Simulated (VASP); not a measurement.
# Co12C in VASP: single point with PBE

Aim: the single point of Co12C with PBE.

Program: VASP 6.6.1. These are calculated values, not measurements. Logs are shortened: lines on timing, memory, paths and dates and some standing lists are left out, and cuts for length are marked.

## 1. The cell of the first run

The cell holds a slab with vacuum, 13 atoms: a = 4.988 Å, b = 4.988 Å, c = 23.033 Å, α = 90.00°, β = 90.00°, γ = 120.00°.

## 2. Single point, PBE, collinear spin, ferromagnetic start

INCAR

```
SYSTEM = Co12C
PREC     = Accurate       ! precision mode
ENCUT    = 520            ! plane-wave cutoff, eV
EDIFF    = 1E-6           ! SCF threshold, eV
ISMEAR   = 0              ! smearing method
SIGMA    = 0.1            ! smearing width, eV
LREAL    = .False.        ! projectors in reciprocal space
LASPH    = .True.         ! aspherical terms in the spheres
NELM     = 150            ! most SCF steps
ALGO     = Normal         ! electronic algorithm
ISIF     = 2              ! what is computed and relaxed
LWAVE    = .False.        ! write WAVECAR
LCHARG   = .False.        ! write CHGCAR
ISPIN    = 2              ! spin polarisation
MAGMOM   = 2 2 2 2 1.97 1.97 1.97 1.97 2 2 2 2 2 ! initial moments
LORBIT   = 11             ! projections on sites
LMAXMIX  = 4              ! l up to which the mixer works
LDIPOL   = .True.       
IDIPOL   = 3            
DIPOL    = 0.5 0.5 0.465
GGA      = PE             ! functional
NBANDS   = 72             ! bands
```

KPOINTS

```
regular mesh
0
Gamma
  6 6 1
  0 0 0
```

POSCAR

```
Co12C
1.0
    4.9875371118      0.0000000000      0.0000000000
   -2.4937685559      4.3193338411      0.0000000000
    0.0000000000      0.0000000000     23.0330681187
Co C
12 1
Direct
    0.1666666667      0.3333333333      0.3690346400
    0.1666666667      0.8333333333      0.3690346400
    0.6666666667      0.3333333333      0.3690346400
    0.6666666667      0.8333333333      0.3690346400
    0.3333333333      0.1666666667      0.4539837064
    0.3360285196      0.6680142598      0.4541511156
    0.8319857402      0.1639714804      0.4541511156
    0.8319857402      0.6680142598      0.4541511156
    0.1607534947      0.3392465053      0.5420183624
    0.1607534947      0.8215069894      0.5420183624
    0.6784930106      0.3392465053      0.5420183624
    0.6666666667      0.8333333333      0.5396969959
    0.3333333333      0.1666666667      0.5834857898
```

Potentials or basis: VASP PAW PBE potentials, release 64 (Co, C).

The run is started by

```console
> cat potpaw_PBE.64/Co/POTCAR potpaw_PBE.64/C/POTCAR > POTCAR
> mpirun -np 1 vasp_std > vasp.out
```

OUTCAR:

```text
SYSTEM = Co12C
   PREC = Accurate
   ENCUT = 520
   EDIFF = 1E-6
   ISMEAR = 0
   LREAL = .False.
   LASPH = .True.
   NELM = 150
   ISIF = 2
   ISPIN = 2
   LORBIT = 11
   GGA = PE

 ion  position               nearest neighbor table
   1  0.167  0.333  0.369-   5 2.43   6 2.44   7 2.44   4 2.49   2 2.49   2 2.49   4 2.49   3 2.49
                             3 2.49
   2  0.167  0.833  0.369-   5 2.43   6 2.44   8 2.44   3 2.49   1 2.49   1 2.49   3 2.49   4 2.49
                             4 2.49
   3  0.667  0.333  0.369-   5 2.43   7 2.44   8 2.44   4 2.49   2 2.49   4 2.49   2 2.49   1 2.49
                             1 2.49
   4  0.667  0.833  0.369-   8 2.43   7 2.43   6 2.43   3 2.49   1 2.49   3 2.49   1 2.49   2 2.49
                             2 2.49
   5  0.333  0.167  0.454-   1 2.43   2 2.43   3 2.43   6 2.49   7 2.49   8 2.49   8 2.49   6 2.49
                             7 2.49   9 2.52  10 2.52  11 2.52
   6  0.336  0.668  0.454-   4 2.43  12 2.43   2 2.44   1 2.44   9 2.47  10 2.47   7 2.47   8 2.47
                             5 2.49   5 2.49   7 2.51   8 2.51
   7  0.832  0.164  0.454-   4 2.43  12 2.43   3 2.44   1 2.44  11 2.47   9 2.47   8 2.47   6 2.47
                             5 2.49   5 2.49   8 2.51   6 2.51
   8  0.832  0.668  0.454-   4 2.43  12 2.43   3 2.44   2 2.44  11 2.47  10 2.47   7 2.47   6 2.47
                             5 2.49   5 2.49   7 2.51   6 2.51
   9  0.161  0.339  0.542-  13 1.77  10 2.41  11 2.41   6 2.47   7 2.47  12 2.49  12 2.49   5 2.52
                            10 2.58  11 2.58
  10  0.161  0.822  0.542-  13 1.77  11 2.41   9 2.41   6 2.47   8 2.47  12 2.49  12 2.49   5 2.52
                             9 2.58  11 2.58
  11  0.678  0.339  0.542-  13 1.77  10 2.41   9 2.41   8 2.47   7 2.47  12 2.49  12 2.49   5 2.52
                            10 2.58   9 2.58
  12  0.667  0.833  0.540-   8 2.43   7 2.43   6 2.43  11 2.49  10 2.49   9 2.49   9 2.49  11 2.49
                            10 2.49
  13  0.333  0.167  0.583-   9 1.77  10 1.77  11 1.77

  LATTYP: Found a hexagonal cell.
 ALAT       =     4.9875371118
 C/A-ratio  =     4.6181246580

  Lattice vectors:

 A1 = (   4.9875371118,   0.0000000000,   0.0000000000)
 A2 = (  -2.4937685559,   4.3193338411,   0.0000000000)
 A3 = (   0.0000000000,   0.0000000000,  23.0330681187)

Analysis of symmetry for initial positions (statically):
=====================================================================
 Subroutine PRICEL returns:
 Original cell was already a primitive cell.

 Routine SETGRP: Setting up the symmetry group for a
 hexagonal supercell.

 Subroutine GETGRP returns: Found  6 space group operations
[... 702 lines left out ...]
      1     -12.2012      1.00000
      2      -8.9036      1.00000
      3      -6.5437      1.00000
      4      -5.4540      1.00000
      5      -5.4540      1.00000
      6      -5.2562      1.00000
[... 486 lines left out ...]
     67       0.4228      0.00000
     68       0.8163      0.00000
 [bands above 68 left out]

------------------------ aborting loop because EDIFF is reached ----------------------------------------

 vacuum level on the upper side and lower side of the slab       (xc-potential included)         0.257        -0.259

  FORCE on cell =-STRESS in cart. coord.  units (eV):
  Direction    XX          YY          ZZ          XY          YZ          ZX
  --------------------------------------------------------------------------------------
  -------------------------------------------------------------------------------------
  Total       -2.7901786     -2.7901786     -0.3564391      0.0000000      0.0000000      0.0000000
  in kB       -9.0092344     -9.0092344     -1.1509096      0.0000000      0.0000000      0.0000000
  external PRESSURE =      -6.3897928 kB  Pullay stress =       0.0000000 kB

 VOLUME and BASIS-vectors are now :
 -----------------------------------------------------------------------------
  energy-cutoff  :      520.00
  volume of cell :      496.20
      direct lattice vectors                 reciprocal lattice vectors
     4.987537112  0.000000000  0.000000000     0.200499761  0.115758591  0.000000000
    -2.493768556  4.319333841  0.000000000     0.000000000  0.231517182  0.000000000
     0.000000000  0.000000000 23.033068119     0.000000000  0.000000000  0.043415840

 POSITION                                       TOTAL-FORCE (eV/Angst)
 -----------------------------------------------------------------------------------
      0.00000      1.43978      8.50000        -0.019158      0.011061      0.022519
     -1.24688      3.59944      8.50000        -0.000000     -0.022122      0.022519
      2.49377      1.43978      8.50000         0.019158      0.011061      0.022519
      1.24688      3.59944      8.50000        -0.000000      0.000000      0.047281
      1.24688      0.71989     10.45664        -0.000000      0.000000     -0.011695
      0.01008      2.88538     10.46049        -0.022965     -0.013259      0.004071
      3.74065      0.70825     10.46049         0.000000      0.026518      0.004071
      2.48369      2.88538     10.46049         0.022965     -0.013259      0.004071
     -0.04424      1.46532     12.48435        -0.080951      0.046737     -0.068961
     -1.24688      3.54836     12.48435         0.000000     -0.093475     -0.068961
      2.53801      1.46532     12.48435         0.080951      0.046737     -0.068961
      1.24688      3.59944     12.43088         0.000000      0.000000     -0.025947
      1.24688      0.71989     13.43947         0.000000      0.000000      0.117474
 -----------------------------------------------------------------------------------
    total drift:                                0.000000     -0.000000     -0.000897

  FREE ENERGIE OF THE ION-ELECTRON SYSTEM (eV)
  ---------------------------------------------------
  free  energy   TOTEN  =       -86.9474845116 eV

  energy  without entropy=      -86.8782561614  energy(sigma->0) =      -86.91287034

 vacuum level on the upper side and lower side of the slab         4.568         4.039

 total charge

# of ion       s       p       d       tot
------------------------------------------
    1        0.484   0.410   7.243   8.136
    2        0.484   0.410   7.243   8.136
    3        0.484   0.410   7.243   8.136
    4        0.486   0.410   7.241   8.137
    5        0.485   0.519   7.253   8.257
    6        0.492   0.536   7.274   8.302
    7        0.492   0.536   7.274   8.302
    8        0.492   0.536   7.274   8.302
    9        0.514   0.563   7.377   8.453
   10        0.514   0.563   7.377   8.453
   11        0.514   0.563   7.377   8.453
   12        0.466   0.401   7.231   8.098
   13        0.960   1.386   0.000   2.345
--------------------------------------------------
tot          6.863   7.242  87.407 101.512

 magnetization (x)

# of ion       s       p       d       tot
------------------------------------------
    1       -0.010  -0.045   1.778   1.723
    2       -0.010  -0.045   1.778   1.723
    3       -0.010  -0.045   1.778   1.723
    4       -0.010  -0.044   1.790   1.736
    5       -0.010  -0.044   1.841   1.786
    6       -0.013  -0.047   1.733   1.673
    7       -0.013  -0.047   1.733   1.673
    8       -0.013  -0.047   1.733   1.673
    9       -0.008  -0.033   1.060   1.020
   10       -0.008  -0.033   1.060   1.020
   11       -0.008  -0.033   1.060   1.020
   12       -0.002  -0.017   1.873   1.853
   13       -0.003  -0.102   0.000  -0.105
--------------------------------------------------
tot         -0.119  -0.583  19.217  18.516
```

Run time: 55 min. Hardware: 1 thread of Oxide Virtual Turin-like, shared host; peak memory 0.98 GiB.

What came out:

```
Free energy                                           : -86.9475 eV
Largest force                                         : 0.117 eV/Å
Net moment                                            : 18.33 μB per cell
Site moments                                          : Co +1.72, +1.74, +1.79, +1.67, +1.02, +1.85 (each value once); C -0.10 μB
Valence electrons inside the program's atomic spheres : Co 8.14, 8.26, 8.30, 8.45, 8.10 (each value once); C 2.35
```

Forces on the atoms (eV/Å):
```
Co  -0.019  0.011  0.023
Co   0.000 -0.022  0.023
Co   0.019  0.011  0.023
Co   0.000  0.000  0.047
Co   0.000  0.000 -0.012
Co  -0.023 -0.013  0.004
Co   0.000  0.027  0.004
Co   0.023 -0.013  0.004
Co  -0.081  0.047 -0.069
Co   0.000 -0.093 -0.069
Co   0.081  0.047 -0.069
Co   0.000  0.000 -0.026
C    0.000  0.000  0.117
```
